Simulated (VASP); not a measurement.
# Mo (Pm-3m) in VASP: notebook

Runs on Mo. Level: PBE+D3(BJ). Tasks: relaxation of cell and atoms.

Everything below comes from runs of VASP 6.6.1. Logs are shortened: lines on timing, memory, paths and dates and some standing lists are left out, and cuts for length are marked.

## (1) The cell of the first run

Symmetry: Pm-3m, No. 221, cubic system. Conventional cell: a = 2.580 Å, b = 2.580 Å, c = 2.580 Å, α = 90.00°, β = 90.00°, γ = 90.00°. Mo (site symmetry m-3m) has 6 Mo at 2.58 Å within 3.4 Å.

This isn't the form of Mo at room conditions, which is bcc.

## (2) Relaxation of cell and atoms, PBE+D3(BJ), target pressure 5 GPa, at which the enthalpy is minimised

INCAR

```
SYSTEM = Mo
  PREC = Accurate
  ENCUT = 600
  EDIFF = 1E-6
  ISMEAR = 0
  SIGMA = 0.1
  LREAL = .False.
  LASPH = .True.
  NELM = 80
  ALGO = Normal
  ISIF = 3
  LWAVE = .False.
  LCHARG = .False.
  GGA = PE
  IVDW = 12
  IBRION = 2
  NSW = 80
  EDIFFG = -0.01
  PSTRESS = 50.0
```

KPOINTS

```
Automatic mesh
0
Gamma
  10 10 10
  0 0 0
```

POSCAR

```
Mo
1.0
    2.5800000000      0.0000000000      0.0000000000
    0.0000000000      2.5800000000      0.0000000000
    0.0000000000      0.0000000000      2.5800000000
Mo
1
Direct
    0.0000000000      0.0000000000      0.0000000000
```

Potentials or basis: VASP PAW PBE potentials, release 64 (Mo_sv).

Started as:

```bash
$ cat potpaw_PBE.64/Mo_sv/POTCAR > POTCAR
$ mpirun -np 1 vasp_std > vasp.out
```

OUTCAR:

```text
SYSTEM = Mo
   PREC = Accurate
   ENCUT = 600
   EDIFF = 1E-6
   ISMEAR = 0
   LREAL = .False.
   LASPH = .True.
   NELM = 80
   ISIF = 3
   GGA = PE
   IVDW = 12
   IBRION = 2
   NSW = 80
   EDIFFG = -0.01
   PSTRESS = 50.0
 IVDW          = 12

 ion  position               nearest neighbor table
   1  0.000  0.000  0.000-

  LATTYP: Found a simple cubic cell.
 ALAT       =     2.5800000000

  Lattice vectors:

 A1 = (   2.5800000000,   0.0000000000,   0.0000000000)
 A2 = (   0.0000000000,   2.5800000000,   0.0000000000)
 A3 = (   0.0000000000,   0.0000000000,   2.5800000000)

Analysis of symmetry for initial positions (statically):
=====================================================================
 Subroutine PRICEL returns:
 Original cell was already a primitive cell.

 Routine SETGRP: Setting up the symmetry group for a
 simple cubic supercell.

 Subroutine GETGRP returns: Found 48 space group operations
 (whereof 48 operations were pure point group operations)
 out of a pool of 48 trial point group operations.

The static configuration has the point symmetry O_h .

Analysis of symmetry for dynamics (positions and initial velocities):
=====================================================================
 Subroutine PRICEL returns:
 Original cell was already a primitive cell.

 Routine SETGRP: Setting up the symmetry group for a
 simple cubic supercell.

 Subroutine GETGRP returns: Found 48 space group operations
 (whereof 48 operations were pure point group operations)
 out of a pool of 48 trial point group operations.

The dynamic configuration has the point symmetry O_h .

 Subroutine INISYM returns: Found 48 space group operations
 (whereof 48 operations are pure point group operations),
 and found     1 'primitive' translations

----------------------------------------------------------------------------------------

                                     Primitive cell

  volume of cell :      17.1735

  direct lattice vectors                    reciprocal lattice vectors
     2.580000000  0.000000000  0.000000000     0.387596899  0.000000000  0.000000000
     0.000000000  2.580000000  0.000000000     0.000000000  0.387596899  0.000000000
     0.000000000  0.000000000  2.580000000     0.000000000  0.000000000  0.387596899

  length of vectors
     2.580000000  2.580000000  2.580000000     0.387596899  0.387596899  0.387596899

  position of ions in fractional coordinates (direct lattice)
     0.000000000  0.000000000  0.000000000

  ion indices of the primitive-cell ions
   primitive index   ion index
                 1           1

----------------------------------------------------------------------------------------

 KPOINTS: Automatic mesh

Automatic generation of k-mesh.
 Grid dimensions read from file:
 generate k-points for:   10   10   10

 Generating k-lattice:

  Cartesian coordinates                     Fractional coordinates (reciprocal lattice)
     0.038759690  0.000000000  0.000000000     0.100000000  0.000000000  0.000000000
     0.000000000  0.038759690  0.000000000     0.000000000  0.100000000  0.000000000
     0.000000000  0.000000000  0.038759690     0.000000000  0.000000000  0.100000000

  Length of vectors
     0.038759690  0.038759690  0.038759690

  Shift w.r.t. Gamma in fractional coordinates (k-lattice)
     0.000000000  0.000000000  0.000000000

 Subroutine IBZKPT returns following result:
 ===========================================

 Found     56 irreducible k-points:

 Following reciprocal coordinates:
            Coordinates               Weight
  0.000000  0.000000  0.000000      1.000000
  0.100000  0.000000  0.000000      6.000000
  0.200000  0.000000  0.000000      6.000000
  0.300000  0.000000  0.000000      6.000000
  0.400000  0.000000  0.000000      6.000000
  0.500000  0.000000  0.000000      3.000000
[... 16 lines left out ...]
  0.200000  0.100000  0.100000     24.000000
  0.300000  0.100000  0.100000     24.000000
 [... further k-points ...]
   k-points           NKPTS =     56   k-points in BZ     NKDIM =     56   number of bands    NBANDS=     11
   number of dos      NEDOS =    301   number of ions     NIONS =      1
   total plane-waves  NPLWV =  13824
   dimension x,y,z NGX =    24 NGY =   24 NGZ =   24
   dimension x,y,z NGXF=    48 NGYF=   48 NGZF=   48
   ions per type =               1
   NGX,Y,Z   is equivalent  to a cutoff of  15.46, 15.46, 15.46 a.u.
   NGXF,Y,Z  is equivalent  to a cutoff of  30.93, 30.93, 30.93 a.u.
 SYSTEM =  Mo
   PREC   = accura    normal or accurate (medium, high low for compatibility)
   ISTART =      0    job   : 0-new  1-cont  2-samecut
   ICHARG =      2    charge: 1-file 2-atom 10-const
   ISPIN  =      1    spin polarized calculation?
   LNONCOLLINEAR =      F non collinear calculations
   LSORBIT =      F    spin-orbit coupling
   LASPH  =      T    aspherical Exc in radial PAW
   ENCUT  =  600.0 eV  44.10 Ry    6.64 a.u.   5.15  5.15  5.15*2*pi/ulx,y,z
   NELM   =     80;   NELMIN=  2; NELMDL= -5     # of ELM steps
   EDIFF  = 0.1E-05   stopping-criterion for ELM
   LREAL  =      F    real-space projection
   EDIFFG = -.1E-01   stopping-criterion for IOM
   NSW    =     80    number of steps for IOM
   IBRION =      2    ionic relax: 0-MD 1-quasi-New 2-CG
   NFREE  =      1    steps in history (QN), initial steepest desc. (CG)
   ISIF   =      3    stress and relaxation
   ISYM   =      2    0-nonsym 1-usesym 2-fastsym
   POTIM  = 0.5000    time-step for ionic-motion
   TEBEG  =    0.0;   TEEND  =   0.0 temperature during run
   PSTRESS=   50.0 pullay stress
   NELECT =      14.0000    total number of electrons
   NUPDOWN=      -1.0000    fix difference up-down
   EMIN   =  10.00;   EMAX   =-10.00  energy-range for DOS
   EFERMI =   0.00;   METHOD = LEGACY
   ISMEAR =     0;   SIGMA  =   0.10  broadening in eV -4-tet -1-fermi 0-gaus
   EFERMI_NEDOS =   21; number of points for ismear=-14 and -15
   IALGO  =     38    algorithm
   IMIX   =      4    mixing-type and parameters
     AMIX     =   0.40;   BMIX     =  1.00
     AMIX_MAG =   1.60;   BMIX_MAG =  1.00
  volume/ion in A,a.u.               =      17.17       115.89
  Fermi-wavevector in a.u.,A,eV,Ry     =   1.529318  2.889992 31.821491  2.338814
  Thomas-Fermi vector in A             =   2.636955
   LORBIT       =      0    0 simple, 1 ext, 2 COOP (PROOUT), +10 PAW based schemes
   GGA     = PE    functional components
   LHFCALC =     F    Hartree Fock is set to
   AEXX    =    0.0000 exact exchange contribution
   IVDW    =    12    specifies the selected vdW correction
   LEPSILON=     F    determine dielectric tensor
   LRPA    =     F    only Hartree local field effects (RPA)
 conjugate gradient relaxation of ions
 non-spin polarized calculation
 Gauss-broadening in eV      SIGMA  =   0.10
  energy-cutoff  :      600.00
  volume of cell :       17.17
 maximum number of plane-waves:       588
 NGX is ok and might be reduce to    24
   NGX = 11   NGY = 11   NGZ = 11

--------------------------------------- Ionic step        1  -------------------------------------------

 number of electron      14.0000002 magnetization

 Free energy of the ion-electron system (eV)
  ---------------------------------------------------
  ext. energy  EPLUGINS =         0.00000000
  ---------------------------------------------------
  free energy    TOTEN  =        -9.77307838 eV

  energy without entropy =       -9.76384684  energy(sigma->0) =       -9.76846261

------------------------ aborting loop because EDIFF is reached ----------------------------------------

 Edisp (eV)   -0.64998

 E8    (eV) :    -0.3065

  FORCE on cell =-STRESS in cart. coord.  units (eV):
  Direction    XX          YY          ZZ          XY          YZ          ZX
  --------------------------------------------------------------------------------------
  -------------------------------------------------------------------------------------
  Total      -0.02564    -0.02564    -0.02564     0.00000     0.00000    -0.00000
  in kB      -2.39184    -2.39184    -2.39184     0.00000     0.00000    -0.00000
  external pressure =      -52.39 kB  Pullay stress =       50.00 kB
[... 104 lines left out ...]
  enthalpy is  TOTEN    =        -9.8940841982 eV   P V=        0.5231210148

--------------------------------------- Ionic step        4  -------------------------------------------

 number of electron      14.0000002 magnetization

 Free energy of the ion-electron system (eV)
  ---------------------------------------------------
  ext. energy  EPLUGINS =         0.00000000
  ---------------------------------------------------
  free energy    TOTEN  =        -9.75058963 eV

  energy without entropy =       -9.74061664  energy(sigma->0) =       -9.74560313

 E-fermi :  11.4474     XC(G=0): -12.8503

 val. band max:       11.4446787771   @ k =   0.5000   0.3000   0.1000
 cond. band min:      11.4719279073   @ k =   0.3000   0.2000   0.2000
 fundamental gap:      0.0272491302
 Fermi energy:        11.4474385404

 k-point     1 :       0.0000    0.0000    0.0000
  band No.  band energies     occupation
      1     -49.6975      2.00000
      2     -22.8594      2.00000
      3     -22.8594      2.00000
      4     -22.8594      2.00000
      5       4.7637      2.00000
      6       7.0004      2.00000
      7       7.0004      2.00000
      8      15.5143      0.00000
      9      15.5143      0.00000
     10      15.5143      0.00000
     11      27.2928      0.00000
[... 309 lines left out ...]
 k-point    24 :       0.3000    0.1000    0.1000
  band No.  band energies     occupation
      1     -49.5012      2.00000
      2     -23.9591      2.00000
      3     -22.9160      2.00000
      4     -22.9016      2.00000
      5       7.2537      2.00000
      6       8.1798      2.00000
      7       9.9123      2.00000
      8      12.4979      0.00000
      9      13.2513      0.00000
     10      14.9206      0.00000
     11      22.4314      0.00000

 [... further k-points ...]

------------------------ aborting loop because EDIFF is reached ----------------------------------------

 Edisp (eV)   -0.66636

 E8    (eV) :    -0.3141

  FORCE on cell =-STRESS in cart. coord.  units (eV):
  Direction    XX          YY          ZZ          XY          YZ          ZX
  --------------------------------------------------------------------------------------
  -------------------------------------------------------------------------------------
  Total       0.52404     0.52404     0.52404     0.00000     0.00000    -0.00000
  in kB      50.11256    50.11256    50.11256     0.00000     0.00000    -0.00000
  external pressure =        0.11 kB  Pullay stress =       50.00 kB
[... 16 lines left out ...]
  FREE ENERGIE OF THE ION-ELECTRON SYSTEM (eV)
  ---------------------------------------------------
  free  energy   TOTEN  =       -10.4169535702 eV

  energy  without entropy=      -10.4069805753  energy(sigma->0) =      -10.41196707

  enthalpy is  TOTEN    =        -9.8940868855 eV   P V=        0.5228666847

 reached required accuracy - stopping structural energy minimisation
```

It took 18 s on 1 thread of Intel Xeon Platinum 8259CL at 2.50GHz (Skylake/Cascade Lake), shared host; peak memory 0.16 GiB.

Results:

| Property | Result |
| --- | --- |
| Free energy | -10.4170 eV |
| Relaxed volume | 16.75 Å³/atom |
| Relaxed cell | a = 2.559 Å, b = 2.559 Å, c = 2.559 Å, α = 90.00°, β = 90.00°, γ = 90.00° |
| Space group after relaxing (to 0.1 Å) | Pm-3m (No. 221) |
| Energy change on relaxing (the run minimises the enthalpy) | +6.1 meV/atom |
| Ionic steps | 4 |
| Pressure after relaxing | 5.0 GPa |
| Band gap on the k mesh | zero (bands 7 and 8 overlap by 2.54 eV) |
| Dispersion energy per atom | -0.666 eV |

Step by step:
```tsv
step	energy change (eV)	largest force (eV/Å)	pressure (GPa)	volume (Å³)
1	0.0000	0.0000	-0.24	17.17
2	0.0754	0.0000	19.31	15.82
3	0.0059	0.0000	4.89	16.76
4	0.0061	0.0000	5.01	16.75
```

Final structure:
```cif
data_structure
_symmetry_space_group_name_H-M 'P 1'
_symmetry_Int_Tables_number 1
_cell_length_a 2.5588
_cell_length_b 2.5588
_cell_length_c 2.5588
_cell_angle_alpha 90.000
_cell_angle_beta 90.000
_cell_angle_gamma 90.000
_cell_volume 16.75
loop_
_atom_site_label
_atom_site_type_symbol
_atom_site_fract_x
_atom_site_fract_y
_atom_site_fract_z
_atom_site_occupancy
Mo1 Mo 0.00000 0.00000 0.00000 1
```

Caveat: the cell is relaxed towards a set pressure, so the run minimises the enthalpy, not the energy.

## (3) Relaxation of cell and atoms, PBE+D3(BJ), target pressure 10 GPa, at which the enthalpy is minimised

INCAR

```
SYSTEM = Mo
ALGO = Normal ; EDIFF = 1E-7
EDIFFG = -0.01 ; ENCUT = 600
GGA = PE ; IBRION = 2
ISIF = 3 ; ISMEAR = 0
IVDW = 12 ; LASPH = .True.
LCHARG = .False. ; LREAL = .False.
LWAVE = .False. ; NELM = 60
NSW = 80 ; PREC = Accurate
PSTRESS = 100.0 ; SIGMA = 0.1
```

KPOINTS

```
k-points
0
Gamma
  10 10 10
  0 0 0
```

POSCAR is that of step 2.

Potentials or basis: VASP PAW PBE potentials, release 64 (Mo_sv).

Started as:

```bash
$ cat potpaw_PBE.64/Mo_sv/POTCAR > POTCAR
$ mpirun -np 1 vasp_std > vasp.out
```

It took 24 s on 1 thread of Intel Xeon Platinum 8259CL at 2.50GHz (Skylake/Cascade Lake), shared host; peak memory 0.16 GiB.

The run converged. Its results:

| Property | Result |
| --- | --- |
| Free energy | -10.4005 eV |
| Relaxed volume | 16.40 Å³/atom |
| Relaxed cell | a = 2.541 Å, b = 2.541 Å, c = 2.541 Å, α = 90.00°, β = 90.00°, γ = 90.00° |
| Space group after relaxing (to 0.1 Å) | Pm-3m (No. 221) |
| Energy change on relaxing (the run minimises the enthalpy) | +22.5 meV/atom |
| Ionic steps | 4 |
| Pressure after relaxing | 9.9 GPa |
| Band gap on the k mesh | zero (bands 7 and 8 overlap by 2.55 eV) |
| Dispersion energy per atom | -0.681 eV |

The path:
| step | energy change (eV) | largest force (eV/Å) | pressure (GPa) | volume (Å³) |
| --- | --- | --- | --- | --- |
| 1 | 0.0000 | 0.0000 | -0.22 | 17.17 |
| 2 | 0.3139 | 0.0000 | 44.79 | 14.59 |
| 3 | 0.0208 | 0.0000 | 9.54 | 16.43 |
| 4 | 0.0225 | 0.0000 | 9.95 | 16.40 |

Final structure:
```cif
data_structure
_symmetry_space_group_name_H-M 'P 1'
_symmetry_Int_Tables_number 1
_cell_length_a 2.5407
_cell_length_b 2.5407
_cell_length_c 2.5407
_cell_angle_alpha 90.000
_cell_angle_beta 90.000
_cell_angle_gamma 90.000
_cell_volume 16.40
loop_
_atom_site_label
_atom_site_type_symbol
_atom_site_fract_x
_atom_site_fract_y
_atom_site_fract_z
_atom_site_occupancy
Mo1 Mo 0.00000 0.00000 0.00000 1
```

Levels at points of the mesh, in eV from the Fermi level:
```csv
k point,band 5,band 6,band 7,band 8,band 9,band 10
"(0.00, 0.00, 0.00)",-6.75,-4.56,-4.56,4.19,4.19,4.19
"(0.50, 0.00, 0.00)",-3.63,-3.59,0.10,0.62,0.62,4.56
"(0.50, 0.50, 0.00)",-5.89,-2.40,1.36,1.36,6.14,6.14
"(0.50, 0.50, 0.50)",-4.16,-4.16,-4.16,6.91,6.91,7.50
```

Caveat: the cell is relaxed towards a set pressure, so the run minimises the enthalpy, not the energy.

## (4) Relaxation of cell and atoms, PBE+D3(BJ), target pressure 20 GPa, at which the enthalpy is minimised

INCAR

```
SYSTEM = Mo
PREC     = Accurate       ! precision mode
ENCUT    = 600            ! plane-wave cutoff, eV
EDIFF    = 1E-7           ! SCF threshold, eV
ISMEAR   = 0              ! smearing method
SIGMA    = 0.1            ! smearing width, eV
LREAL    = .False.        ! projectors in reciprocal space
LASPH    = .True.         ! aspherical terms in the spheres
NELM     = 60             ! most SCF steps
ALGO     = Normal         ! electronic algorithm
ISIF     = 3              ! what is computed and relaxed
LWAVE    = .False.        ! write WAVECAR
LCHARG   = .False.        ! write CHGCAR
GGA      = PE             ! functional
IVDW     = 12             ! dispersion correction
IBRION   = 2              ! ionic algorithm
NSW      = 80             ! ionic steps
EDIFFG   = -0.01          ! ionic threshold
PSTRESS  = 200.0
```

KPOINTS

```
regular mesh
0
Gamma
  10 10 10
  0 0 0
```

POSCAR is that of step 3.

Started as:

```bash
$ cat potpaw_PBE.64/Mo_sv/POTCAR > POTCAR
$ mpirun -np 1 vasp_std > vasp.out
```

Run time: 28 s. Hardware: 1 thread of Intel Xeon Platinum 8259CL at 2.50GHz (Skylake/Cascade Lake), shared host; peak memory 0.16 GiB.

The run converged. Its results:

| Quantity | Value |
| --- | --- |
| Free energy | -10.3425 eV |
| Relaxed volume | 15.77 Å³/atom |
| Relaxed cell | a = 2.508 Å, b = 2.508 Å, c = 2.508 Å, α = 90.00°, β = 90.00°, γ = 90.00° |
| Space group after relaxing (to 0.1 Å) | Pm-3m (No. 221) |
| Energy change on relaxing (the run minimises the enthalpy) | +80.6 meV/atom |
| Ionic steps | 5 |
| Pressure after relaxing | 20.0 GPa |
| Band gap on the k mesh | zero (bands 7 and 8 overlap by 2.58 eV) |
| Dispersion energy per atom | -0.708 eV |

The path:
```
step  energy change (eV)  largest force (eV/Å)  pressure (GPa)  volume (Å³)
   1              0.0000                0.0000           -0.22        17.17
   2              1.4771                0.0000          130.97        12.33
   3              0.0667                0.0000           17.98        15.89
   4              0.0770                0.0000           19.50        15.80
   5              0.0806                0.0000           20.00        15.77
```

Final structure:
```xyz
1
Lattice="2.5079 0.0000 0.0000 0.0000 2.5079 0.0000 0.0000 0.0000 2.5079" Properties=species:S:1:pos:R:3 pbc="T T T"
Mo    0.0000    0.0000    0.0000
```

Levels at points of the mesh, in eV from the Fermi level:
```csv
k point,band 3,band 4,band 5,band 6,band 7,band 8,band 9,band 10,band 11
"(0.00, 0.00, 0.00)",-34.18,-34.18,-6.86,-4.79,-4.79,4.42,4.42,4.42,16.39
"(0.50, 0.00, 0.00)",-33.99,-33.99,-3.76,-3.69,0.15,0.63,0.63,4.82,10.46
"(0.50, 0.50, 0.00)",-35.89,-33.81,-6.21,-2.46,1.42,1.42,6.39,6.39,7.04
"(0.50, 0.50, 0.50)",-35.62,-35.62,-4.40,-4.40,-4.40,7.31,7.31,7.41,14.38
```

Caveat: the cell is relaxed towards a set pressure, so the run minimises the enthalpy, not the energy.

## (5) The runs side by side

| cell | gap on the mesh (eV) | pressure (GPa) |
| --- | --- | --- |
| relaxed to 5 GPa | none | 5.0 |
| relaxed to 10 GPa | none | 9.9 |
| relaxed to 20 GPa | none | 20.0 |

Alike in all rows: task relaxation of cell and atoms; level PBE+D3(BJ); potentials or basis VASP PAW PBE potentials, release 64 (Mo_sv); no spin polarisation; k mesh 10 × 10 × 10; cutoff (eV) 600; smearing gaussian 0.1 eV.

Caveats: the cell is relaxed towards a set pressure, so the run minimises the enthalpy, not the energy.

Total energies depend on the potentials used, so only differences within one code and one set of settings carry meaning.
